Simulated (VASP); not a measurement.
Wanted: the native input for a VASP 6.6.1 run.

* Task: single point
* Functional: PBE
* Potentials or basis: VASP PAW PBE potentials, release 64 (Mn_pv)
* Cutoff: 500 eV
* k mesh: 8 × 8 × 8
* Occupations: fermi-dirac, width 0.1 eV
* Spin: collinear spin, ferromagnetic start
* Starting moments: [0.31] μB
* Dipole correction: no
* Further INCAR settings: ALGO = Normal; EDIFF = 1e-06; NBANDS = 16

The structure of Mn lies in POSCAR:

```
Mn
1.0
    0.0000000000      1.7915000000      1.7915000000
    1.7915000000      0.0000000000      1.7915000000
    1.7915000000      1.7915000000      0.0000000000
Mn
1
Direct
    0.0000000000      0.0000000000      0.0000000000
```

The input as run:

INCAR

```
SYSTEM = Mn
  PREC = Accurate
  ENCUT = 500
  EDIFF = 1E-6
  ISMEAR = -1
  SIGMA = 0.1
  LREAL = .False.
  LASPH = .True.
  NELM = 200
  ALGO = Normal
  ISIF = 2
  LWAVE = .False.
  LCHARG = .False.
  ISPIN = 2
  MAGMOM = 0.31
  LORBIT = 11
  LMAXMIX = 4
  GGA = PE
  NBANDS = 16
  GGA_COMPAT = .False.
```

KPOINTS

```
regular mesh
0
Gamma
  8 8 8
  0 0 0
```

Potentials or basis: VASP PAW PBE potentials, release 64 (Mn_pv).

Run with:

```console
$ cat potpaw_PBE.64/Mn_pv/POTCAR > POTCAR
$ mpirun -np 1 vasp_std > vasp.out
```

Results of the run:

The pressure is -16.1 GPa. The net moment is 0.12 μB per cell, the site moments are Mn +0.12 μB and the valence electrons inside the program's atomic spheres are Mn 11.86.

Caveat: the k points lie up to 0.38 Å⁻¹ apart.

It took 9.2 s on 1 thread of Intel Xeon 6975P-C, on a shared host, peak memory 0.12 GiB.
